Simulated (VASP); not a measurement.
AlN:

```
Al N
1.0
     3.12069    0.00000    0.00000
    -1.56034    2.70259    0.00000
     0.00000    0.00000   10.11143
Al N
4 4
Cartesian
  0.0000 0.0000 -0.0127
  0.0000 1.8017 2.5262
  0.0000 0.0000 5.0431
  1.5603 0.9009 7.5819
  0.0000 0.0000 1.9031
  0.0000 1.8017 4.4309
  0.0000 0.0000 6.9589
  1.5603 0.9009 9.4866
```

- Program: VASP 6.6.1
- Task: relaxation of cell and atoms
- Functional: r2SCAN
- Potentials or basis: VASP PAW PBE potentials, release 64 (Al, N)
- Cutoff: 600 eV
- k mesh: 12 × 12 × 2
- Occupations: fermi-dirac, width 0.02 eV
- Spin: no spin polarisation

At the start: pressure -4.9 GPa; volume 10.66 Å³/atom.

**Question.** Where does the relaxation end?

**Answer.** Over 4 steps the energy falls by 4.0 meV/atom and the volume is 10.40 Å³/atom (-2.4 %); space group P6_3mc (No. 186, to 0.05 Å).

Step by step:
```tsv
step	energy change (eV)	largest force (eV/Å)	pressure (GPa)	volume (Å³)
1	0.0000	0.0103	-4.94	85.28
2	-0.0003	0.0173	5.24	81.29
3	-0.0320	0.0046	-0.08	83.25
4	-0.0320	0.0049	0.02	83.21
```

Final structure:
```cif
data_structure
_symmetry_space_group_name_H-M 'P 1'
_symmetry_Int_Tables_number 1
_cell_length_a 3.0951
_cell_length_b 3.0951
_cell_length_c 10.0301
_cell_angle_alpha 90.000
_cell_angle_beta 90.000
_cell_angle_gamma 120.000
_cell_volume 83.21
loop_
_atom_site_label
_atom_site_type_symbol
_atom_site_fract_x
_atom_site_fract_y
_atom_site_fract_z
_atom_site_occupancy
Al1 Al 0.00000 0.00000 0.99876 1
Al2 Al 0.33333 0.66667 0.24986 1
Al3 Al 0.00000 0.00000 0.49876 1
Al4 Al 0.66667 0.33333 0.74986 1
N1 N 0.00000 0.00000 0.18820 1
N2 N 0.33333 0.66667 0.43819 1
N3 N 0.00000 0.00000 0.68820 1
N4 N 0.66667 0.33333 0.93819 1
```

Caveat: the PAW data sets were made with another functional, which shifts forces and pressure a little.
